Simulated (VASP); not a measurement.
# InSb: single point with PBE

The system is InSb.

```
CELL_PARAMETERS angstrom
0.00000 3.23557 3.23557
3.23557 0.00000 3.23557
3.23557 3.23557 0.00000
ATOMIC_POSITIONS crystal
In 0.00000 0.00000 0.00000
Sb 0.25000 0.25000 0.25000
```

This cell differs from its parent crystal: strain -1.3%.

```
Program             : VASP 6.6.1
Task                : single point
Functional          : PBE
Potentials or basis : VASP PAW PBE potentials, release 64 (In_d, Sb)
Cutoff              : 520 eV
k mesh              : 6 × 6 × 6
Occupations         : fermi-dirac, width 0.02 eV
Spin                : no spin polarisation
```

| Quantity | Value |
| --- | --- |
| Pressure | 3.4 GPa |
| Band gap on the k mesh | zero (filled and empty bands touch) |

Levels at points of the mesh, in eV from the Fermi level:
| k point | band 5 | band 6 | band 7 | band 8 | band 9 | band 10 | band 11 | band 12 | band 13 | band 14 |
| --- | --- | --- | --- | --- | --- | --- | --- | --- | --- | --- |
| (0.00, 0.00, 0.00) | -14.55 | -10.76 | -0.18 | -0.01 | -0.01 | -0.01 | 2.94 | 2.94 | 2.94 | 5.72 |
| (0.50, 0.00, 0.00) | -14.55 | -9.38 | -5.65 | -1.03 | -1.03 | 0.53 | 3.79 | 3.79 | 6.08 | 8.29 |
| (0.50, 0.50, 0.00) | -14.54 | -8.76 | -5.95 | -2.29 | -2.29 | 1.31 | 1.32 | 8.16 | 8.16 | 8.82 |

It took 18 s on 1 thread of Intel(R) Xeon(R) Platinum 8375C CPU @ 2.90GHz (Ice Lake) (shared host), peak memory 0.21 GiB.

Caveat: the cell differs from its parent crystal (strain -1.3%); spin-orbit coupling is left out, which moves the levels of the heavy elements.
